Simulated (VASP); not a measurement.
Runs of VASP 6.6.1 on WSe2. The structure is that of space group P-6m2 (No. 187), or close to it. The cells are those of the table. 

```tsv
cell	gap on the mesh (eV)	pressure (GPa)	largest force (eV/Å)
a = 3.435, b = 3.435, c = 6.385 Å, angles 90.0, 90.0, 120.0°, 3 atoms	none	10.1	(c)
a = 3.189, b = 3.189, c = 7.405 Å, angles 90.0, 90.0, 120.0°, 3 atoms	-	-14.6	3.65
a = 3.279, b = 3.279, c = 7.006 Å, angles 90.0, 90.0, 120.0°, 3 atoms	1.15	7.8	1.73
a = 3.328, b = 3.328, c = 6.802 Å, angles 90.0, 90.0, 120.0°, 3 atoms	none	27.7	6.79
a = 3.148, b = 3.148, c = 7.600 Å, angles 90.0, 90.0, 120.0°, 3 atoms	(b)	(a)	1.32
a = 3.233, b = 3.233, c = 7.207 Å, angles 90.0, 90.0, 120.0°, 3 atoms	(d)	-14.5	3.54
```

Alike in all rows: task single point; level PBE+D3(BJ); potentials or basis VASP PAW PBE potentials, release 64 (W_sv, Se); no spin polarisation; k mesh 9 × 9 × 4; cutoff (eV) 520; smearing gaussian 0.05 eV.

**Question.** Estimate the missing entries.

**Answer.** (a) -1.1; (b) 0.95; (c) 3.38; (d) 0.40.

Caveats: spin-orbit coupling is left out, which moves the levels of the heavy elements; forces of over 1 eV/Å act on the atoms, so gaps and moduli don't describe the material at rest.

A k mesh can miss the band edges, and the runs leave out spin-orbit coupling on Se, W.

A gap of «none» marks levels without a gap at the run's occupations.
